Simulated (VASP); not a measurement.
Here is a VASP 6.6.1 calculation.

The input INCAR:

```
ALGO = Normal
EDIFF = 1E-7
ENCUT = 520
GGA = PE
ISIF = 2
ISMEAR = 0
ISPIN = 2
LASPH = T
LCHARG = F
LMAXMIX = 4
LORBIT = 11
LREAL = Auto
LUSENCCL = F
LWAVE = F
MAGMOM = 0 0 0 0 0 0 0 0 0 0 0 0 0 0 0 0 0 0 0 0.25 0 0 0 0 0 0 0 0.25 0 0 0 0.25 0 0 0 0 0 0 0 0.25 0 0 0 0 0 0 0
NBANDS = 183
NELECT = 301.0
NELM = 150
PREC = Accurate
SIGMA = 0.01
```

The input KPOINTS:

```
Automatic mesh
0
Gamma
  2 2 2
  0.5 0.5 0.5
```

The input POSCAR:

```
Hf8Si7O32
1.0
    0.0000000000      6.6454904175     -6.0144475520
   -6.6454904175      0.0000000000      6.0144475520
    6.6454904175      0.0000000000      6.0144475520
Hf Si O
8 7 32
Direct
    0.5000000000      0.3750000000      0.3750000000
    0.0000000000      0.1199518467      0.6199518467
    0.5000000000      0.8750000000      0.8750000000
    0.0000000000      0.6300481533      0.1300481533
    0.5013702639      0.2498993476      0.7498993476
    0.0000000000      0.0014709163      0.0001006524
    0.4986297361      0.7485290837      0.2485290837
    0.0000000000      0.5001006524      0.5014709163
    0.5000000000      0.6250000000      0.6250000000
    1.0000000000      0.3750000000      0.8750000000
    0.5000000000      0.1250000000      0.1250000000
    0.4966689037     -0.0014127600      0.4985872400
    0.0000000000      0.7514127600      0.7480816638
    0.5033310962      0.5019183362      0.0019183362
    0.0000000000      0.2480816638      0.2514127600
    0.3191113280      0.8166875835      0.3166875835
    0.8154173767      0.5684723592      0.5661016493
    0.3142445421      0.3198548503      0.8198548503
    0.8154173767      0.0661016493      0.0684723592
    0.0000000000      0.6728553673      0.3652714722
    0.5036649903      0.4445096038      0.6277351122
    0.0000000000      0.1932569645      0.8783188978
    0.4963350097      0.9408446135      0.1240701219
    0.1845826233      0.2506842726      0.2530549825
    0.6857554579      0.0056103082      0.5056103082
    0.1845826233      0.7530549825      0.7506842726
    0.6808886720      0.4975762555     -0.0024237445
    0.0000000000      0.8652714722      0.1728553673
    0.4963350097      0.6240701219      0.4408446135
    1.0000000000      0.3783188978      0.6932569645
    0.5036649903      0.1277351122      0.9445096038
    0.1924161049      0.0771446327      0.5771446327
    0.6832255084      0.8091553865      0.8054903962
    0.1850619333      0.5567430355      0.0567430355
    0.6832255084      0.3054903962      0.3091553865
    1.0000000000      0.2524237445      0.4333124165
    0.4976292902      0.9969450175      0.6815276408
    1.0000000000      0.7443896918      0.9301451497
    0.5023707098      0.4993157274      0.1838983507
    0.8075838951      0.8847285278      0.3847285278
    0.3167744916      0.6222648878      0.6259298781
    0.8149380667      0.3716811022      0.8716811022
    0.3167744916      0.1259298781      0.1222648878
    0.4976292902      0.1815276408      0.4969450175
    0.0000000000      0.9333124165      0.7524237445
    0.5023707098      0.6838983507      0.9993157274
    0.0000000000      0.4301451497      0.2443896918
```

Potentials or basis: VASP PAW PBE potentials, release 64 (Hf_pv, Si, O).

The run is started by

```bash
$ cat potpaw_PBE.64/Hf_pv/POTCAR potpaw_PBE.64/Si/POTCAR potpaw_PBE.64/O/POTCAR > POTCAR
$ mpirun -np 1 vasp_std > vasp.out
```

(1) Predict the net moment.

(2) Estimate the largest force.

(3) What does it give for the site moments?

Results:

(1) 3.00 μB per cell.

(2) 0.193 eV/Å.

(3) Hf -0.00, -0.01, +0.01 (each value once); Si +0.00, +0.01 (each value once); O +0.00, +0.01, +0.07, +0.52 (each value once) μB.

Caveat: the cell carries a net charge on a neutralising background, which shifts energy and pressure; the cell differs from its parent crystal (atoms taken out, then relaxed in part).
